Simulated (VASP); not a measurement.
Sr2O:

```
Sr O
1.0
     5.82238    0.00000    0.00000
     0.00000    5.82238    0.00000
     0.00000    0.00000    4.10538
Sr O
4 2
Cartesian
  4.0252 4.0252 0.0000
  4.7083 1.1140 2.0527
  1.7972 1.7972 0.0000
  1.1140 4.7083 2.0527
  2.9112 2.9112 2.0527
  0.0000 0.0000 0.0000
```

```yaml
Program: VASP 6.6.1
Task: relaxation of cell and atoms
Functional: PBE
Potentials_or_basis: VASP PAW PBE potentials, release 64 (Sr_sv, O)
Cutoff: 600 eV
k_mesh: 4 × 4 × 4
Occupations: gaussian, width 0.1 eV
Spin: no spin polarisation
```

At the start: pressure 6.4 GPa; volume 23.20 Å³/atom.

Question: Where does the relaxation end?

Answer: Over 11 steps the energy falls by 201.9 meV/atom and the volume is 26.59 Å³/atom (+14.6 %); space group P4_2/mnm (No. 136, to 0.05 Å).

The path:
```
step  energy change (eV)  largest force (eV/Å)  pressure (GPa)  volume (Å³)
   1              0.0000                0.8600            6.43       139.17
   2             -0.8585                0.4176            0.53       158.54
   3             -0.9699                0.1493           -2.46       172.90
   4             -0.9782                0.2050           -1.88       169.73
   5             -1.1686                0.0004           -1.21       165.26
   6             -1.1978                0.0842           -0.86       163.12
   7             -1.1988                0.0997           -0.79       162.71
   8             -1.2089                0.0430            0.12       158.99
   9             -1.2090                0.0483            0.03       159.32
  10             -1.2097                0.0464            0.04       159.38
  11             -1.2115                0.0399            0.05       159.53
```

Final structure:
```
Sr O
1.0
     6.50432    0.00000    0.00000
     0.00000    6.50432    0.00000
     0.00000    0.00000    3.77090
Sr O
4 2
Direct
  0.70035 0.70035 0.00000
  0.79965 0.20035 0.50000
  0.29965 0.29965 0.00000
  0.20035 0.79965 0.50000
  0.50000 0.50000 0.50000
  0.00000 0.00000 0.00000
```

Caveat: the k points lie up to 0.42 Å⁻¹ apart in the final cell.
